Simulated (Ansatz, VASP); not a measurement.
CsI: VASP beside Ansatz

```
Cs I
1.0
     4.66547    0.00000    0.00000
     0.00000    4.66547    0.00000
     0.00000    0.00000    4.66547
Cs I
1 1
Direct
  0.00000 0.00000 0.00000
  0.50000 0.50000 0.50000
```

Alike in both runs: task single point; functional r2SCAN; k mesh 8 × 8 × 8; occupations gaussian, width 0.05 eV; no spin polarisation.

```csv
,VASP,Ansatz
version,VASP 6.6.1,Ansatz 0.2.0
potentials or method,"VASP PAW PBE potentials, release 64 (Cs_sv, I), cutoff 550 eV","scalar-relativistic, plane waves, PAW"
valence electrons in the cell,16,26
```

|  | VASP | Ansatz | Ansatz less VASP |
| --- | --- | --- | --- |
| gap on the k mesh at the Fermi level (eV) | 4.37 | 4.39 | +0.017 |
| least direct gap on the mesh (eV) | 4.47 | 4.48 | +0.014 |
| pressure (GPa) | -0.4 | -0.4 | -0.03 |

VASP's potentials were made for PBE, not for r2SCAN. The functional is the same, so the differences come from potentials, cutoffs and numerics. VASP's potentials hold 16 valence electrons a cell and Ansatz's 26, so a difference there can come from the potentials and not from the codes.

Neither program's run includes spin-orbit coupling.
